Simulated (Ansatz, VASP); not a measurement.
One calculation of Ir, two programs

```
CELL_PARAMETERS angstrom
2.75138 0.00000 0.00000
-1.37569 2.38276 0.00000
0.00000 0.00000 4.46229
ATOMIC_POSITIONS crystal
Ir 0.66667 0.33333 0.75000
Ir 0.33333 0.66667 0.25000
```

Alike in both runs: task single point; functional LDA; k mesh 18 × 18 × 10; occupations gaussian, width 0.05 eV; no spin polarisation.

|  | VASP | Ansatz |
| --- | --- | --- |
| version | VASP 6.6.1 | Ansatz 0.2.0 |
| potentials or method | VASP PAW LDA potentials, release 64 (Ir_sv_GW), cutoff 500 eV | scalar-relativistic, plane waves, PAW |
| valence electrons in the cell | 34 | 34 |

VASP gave:

| Item | Value |
| --- | --- |
| pressure (GPa) | -19.8 |
| traceless stress, the component that is largest in VASP (GPa) | -0.43 |

Question: What did Ansatz give for the same quantities?

Answer: Pressure (GPa): -18.1; traceless stress, the component that is largest in VASP (GPa): -0.41.

LDA's correlation is that of Perdew and Zunger in VASP and of Perdew and Wang (1992) in Ansatz.

Spin-orbit coupling is off throughout.
